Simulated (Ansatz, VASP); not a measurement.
## SnO: VASP beside Ansatz

Contents of INCAR:

```
PREC = Accurate ; ENCUT = 520
EDIFF = 1E-7 ; ISMEAR = 0
SIGMA = 0.05 ; LREAL = False
LASPH = True ; NELM = 100
ALGO = Normal ; ISIF = 2
LWAVE = False ; LCHARG = True
GGA = PS ; LELF = True
LVHAR = True ; NBANDS = 50
```

File KPOINTS:

```
Automatic mesh
0
Gamma
  7 8 3
```

The input POSCAR:

```
SnO
1.0
    0.0000000000      0.0000000000     -3.8941645687
   -3.3156086772      0.0000000000      0.0000000000
   -1.3262434709     11.4100010796      0.0000000000
Sn O
4 4
Direct
    0.4738257379     -0.3467576243      0.8668940608
    0.4738257379     -0.1467576243      0.3668940608
    0.9738257379      0.4467576243      0.1331059392
    0.9738257379      0.2467576243      0.6331059392
    0.2761732621     -0.0770713260      0.1926783149
    0.2761732621     -0.2770713260      0.6926783149
    0.7761732621      0.1770713260      0.8073216851
    0.7761732621      0.3770713260      0.3073216851
```

Input for Ansatz:

```yaml
crystal:
  lattice:
    - [0.0, 0.0, -3.8941645687]
    - [-3.3156086772, 0.0, 0.0]
    - [-1.3262434709, 11.4100010796, 0.0]
  atoms:
    - { symbol: Sn, position: [0.4738257379, -0.3467576243, 0.8668940608] }
    - { symbol: Sn, position: [0.4738257379, -0.1467576243, 0.3668940608] }
    - { symbol: Sn, position: [0.9738257379, 0.4467576243, 0.1331059392] }
    - { symbol: Sn, position: [0.9738257379, 0.2467576243, 0.6331059392] }
    - { symbol: O, position: [0.2761732621, -0.077071326, 0.1926783149] }
    - { symbol: O, position: [0.2761732621, -0.277071326, 0.6926783149] }
    - { symbol: O, position: [0.7761732621, 0.177071326, 0.8073216851] }
    - { symbol: O, position: [0.7761732621, 0.377071326, 0.3073216851] }
basis:
  ecutwfc: 420
kpoints:
  mp_grid: { grid: [7, 8, 3] }
hamiltonian:
  xc: pbesol
scf:
  occupations: { method: gaussian, width: 0.05 }
output:
  forces: true
  stress: true
  eigenvalues: true
```

Alike in both runs: task single point; functional PBEsol; k mesh 7 × 8 × 3; occupations gaussian, width 0.05 eV; no spin polarisation.

```csv
,VASP,Ansatz
version,VASP 6.6.1,Ansatz 0.2.0
potentials or method,"VASP PAW PBE potentials, release 64 (Sn_d, O), cutoff 520 eV","scalar-relativistic, plane waves, PAW"
valence electrons in the cell,80,80
```

```csv
,VASP,Ansatz,Ansatz less VASP
gap on the k mesh at the Fermi level (eV),0.94,0.95,+0.009
least direct gap on the mesh (eV),0.94,0.95,+0.009
pressure (GPa),0.6,0.3,-0.24
"traceless stress, the component that is largest in VASP (GPa)",-0.24,-0.28,-0.037
rms of the force components (eV/Å),0.062,0.061,-0.0014
```

VASP's potentials were made for PBE, not for PBEsol. Atom by atom the forces differ by 0.037 eV/Å (rms over components). With one functional, cell and mesh, what is left measures potentials, basis and numerics.
